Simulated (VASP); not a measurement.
## SnSe: single point with LDA

Crystal: SnSe.

```
Sn Se
1.0
     0.00000    3.01000    3.07020
     3.01000    0.00000    3.07020
     3.01000    3.01000    0.00000
Sn Se
1 1
Direct
  0.00000 0.00000 0.00000
  0.50000 0.50000 0.50000
```

This cell differs from its parent crystal: strain +0.0200 x Voigt [0, 0, 1, 0, 0, 0].

```
Program                : VASP 6.6.1
Task                   : single point
Functional             : LDA
Potentials or basis    : VASP PAW LDA potentials, release 64 (Sn_d, Se)
Cutoff                 : 520 eV
k mesh                 : 8 × 8 × 8
Occupations            : gaussian, width 0.05 eV
Spin                   : no spin polarisation
Dipole correction      : no
Further INCAR settings : ALGO = Normal; EDIFF = 1e-07; NBANDS = 17
```

The pressure is -4.1 GPa and the band gap on the k mesh is 0.56 eV, direct.

Stress tensor (GPa, compression positive):
```
-3.47  0.00  0.00
 0.00 -3.47  0.00
 0.00  0.00 -5.37
```

Levels at points of the mesh, in eV from the valence-band top:
```tsv
k point	band 8	band 9	band 10	band 11	band 12	band 13
(0.00, 0.00, 0.00)	-2.09	-2.09	-1.90	3.94	4.39	4.39
(0.50, 0.00, 0.00)	-1.79	-1.75	0.00	0.56	1.24	1.34
(0.50, 0.50, 0.00)	-5.22	-3.42	-3.42	3.18	5.30	5.30
(0.50, 0.00, 0.50)	-5.27	-3.57	-3.35	3.12	4.97	5.43
```

It took 33 s on 1 thread of Intel(R) Xeon(R) Platinum 8488C (Sapphire Rapids), on a shared host, peak memory 0.18 GiB.

Caveat: the cell differs from its parent crystal (strain +0.0200 x Voigt [0, 0, 1, 0, 0, 0]); spin-orbit coupling is left out, which moves the levels of the heavy elements. A k mesh can miss the band edges.
